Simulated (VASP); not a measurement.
Input of a VASP 6.6.1 run:

POSCAR

```
Ir
1.0
    2.4815209647      0.0000000000      0.0000000000
    0.0000000000      2.4815209647      0.0000000000
    0.0000000000      0.0000000000      2.4815209647
Ir
1
Direct
    0.0000000000      0.0000000000      0.0000000000
```

The input INCAR.step1:

```
SYSTEM = Ir
PREC = Accurate ; ENCUT = 600
ISMEAR = -1 ; SIGMA = 0.05
LREAL = .False. ; LASPH = .True.
NELM = 150 ; ISPIN = 2
MAGMOM = 1 ; LMAXMIX = 4
GGA = PE ; ALGO = Normal
EDIFF = 1E-4 ; LWAVE = .True.
LCHARG = .False.
```

Contents of INCAR.step2:

```
SYSTEM = Ir
PREC = Accurate ; ENCUT = 600
EDIFF = 1E-6 ; ISMEAR = -1
SIGMA = 0.05 ; LREAL = .False.
LASPH = .True. ; NELM = 150
ALGO = Normal ; ISIF = 3
LWAVE = .False. ; LCHARG = .False.
ISPIN = 2 ; MAGMOM = 1
LORBIT = 11 ; LMAXMIX = 4
METAGGA = R2SCAN ; LMIXTAU = .True.
IBRION = 2 ; NSW = 80
EDIFFG = -0.01 ; ISTART = 1
```

File KPOINTS:

```
Automatic mesh
0
Gamma
  13 13 13
  0 0 0
```

Potentials or basis: VASP PAW PBE potentials, release 64 (Ir).

Command:

```bash
$ cat potpaw_PBE.64/Ir/POTCAR > POTCAR
$ cp INCAR.step1 INCAR
$ mpirun -np 1 vasp_std > vasp.out
$ cp INCAR.step2 INCAR
$ mpirun -np 1 vasp_std > vasp.out
```

Question: Predict the space group after relaxing (to 0.05 Å).

Answer: Pm-3m (No. 221).

Question: Predict the net moment.

Answer: 0.00 μB per cell.

Question: Predict the relaxed cell.

Answer: a = 2.558 Å, b = 2.558 Å, c = 2.558 Å, α = 90.00°, β = 90.00°, γ = 90.00°.

Step by step:
```
step  energy change (eV)  largest force (eV/Å)  pressure (GPa)  volume (Å³)
   1              0.0000                0.0000           30.25        15.28
   2              0.8027                0.0000          -37.07        22.59
   3             -0.1236                0.0000           -3.12        16.94
   4             -0.1256                0.0000           -0.45        16.76
   5             -0.1256                0.0000            0.06        16.73
```

Caveat: the PAW data sets were made with another functional, which shifts forces and pressure a little.
